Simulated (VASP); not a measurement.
Wanted: the native input for a VASP 6.6.1 run.

```
Task                   : relaxation of the atoms
Functional             : r2SCAN
Potentials or basis    : VASP PAW PBE potentials, release 64 (Na_pv, F)
Cutoff                 : 520 eV
k mesh                 : 10 × 10 × 10
Occupations            : fermi-dirac, width 0.02 eV
Spin                   : no spin polarisation
Dipole correction      : no
Further INCAR settings : ALGO = Normal; EDIFF = 1e-06; IBRION = 2; EDIFFG = -0.01; NSW = 50
```

The system is NaF.

```xyz
2
Lattice="0.0000 2.2665 2.2665 2.2665 0.0000 2.2665 2.2665 2.2665 0.0000" Properties=species:S:1:pos:R:3 pbc="T T T"
Na    0.0000    0.0000    0.0000
F     2.2665    2.2665    2.2665
```

These files were run (other wordings do the same):

POSCAR

```
NaF
1.0
    0.0000000000      2.2664974400      2.2664974400
    2.2664974400      0.0000000000      2.2664974400
    2.2664974400      2.2664974400      0.0000000000
Na F
1 1
Direct
    0.0000000000      0.0000000000      0.0000000000
    0.5000000000      0.5000000000      0.5000000000
```

INCAR.step1

```
SYSTEM = NaF
ALGO     = Normal         ! electronic algorithm
EDIFF    = 1E-4           ! SCF threshold, eV
ENCUT    = 520            ! plane-wave cutoff, eV
GGA      = PE             ! functional
ISMEAR   = -1             ! smearing method
LASPH    = .True.         ! aspherical terms in the spheres
LCHARG   = .False.        ! write CHGCAR
LREAL    = .False.        ! projectors in reciprocal space
LWAVE    = .True.         ! write WAVECAR
NELM     = 60             ! most SCF steps
PREC     = Accurate       ! precision mode
SIGMA    = 0.02           ! smearing width, eV
```

INCAR.step2

```
SYSTEM = NaF
ALGO     = Normal         ! electronic algorithm
EDIFF    = 1E-6           ! SCF threshold, eV
EDIFFG   = -0.01          ! ionic threshold
ENCUT    = 520            ! plane-wave cutoff, eV
IBRION   = 2              ! ionic algorithm
ISIF     = 2              ! what is computed and relaxed
ISMEAR   = -1             ! smearing method
ISTART   = 1            
LASPH    = .True.         ! aspherical terms in the spheres
LCHARG   = .False.        ! write CHGCAR
LMIXTAU  = .True.       
LREAL    = .False.        ! projectors in reciprocal space
LWAVE    = .False.        ! write WAVECAR
METAGGA  = R2SCAN         ! meta-GGA
NELM     = 60             ! most SCF steps
NSW      = 50             ! ionic steps
PREC     = Accurate       ! precision mode
SIGMA    = 0.02           ! smearing width, eV
```

KPOINTS

```
k-points
0
Gamma
  10 10 10
  0 0 0
```

Potentials or basis: VASP PAW PBE potentials, release 64 (Na_pv, F).

Command:

```bash
$ cat potpaw_PBE.64/Na_pv/POTCAR potpaw_PBE.64/F/POTCAR > POTCAR
$ cp INCAR.step1 INCAR
$ mpirun -np 1 vasp_std > vasp.out
$ cp INCAR.step2 INCAR
$ mpirun -np 1 vasp_std > vasp.out
```

It gave:

```json
{
 "Pressure after relaxing": "1.7 GPa",
 "Band gap on the k mesh": "7.56 eV"
}
```

Caveat: the relaxation stopped at its first step, so nothing moved; the PAW data sets were made with another functional, which shifts forces and pressure a little.

Run time: 12 s on 1 thread of Intel(R) Xeon(R) 6975P-C (Granite Rapids), with other jobs on the host, peak memory 0.14 GiB.
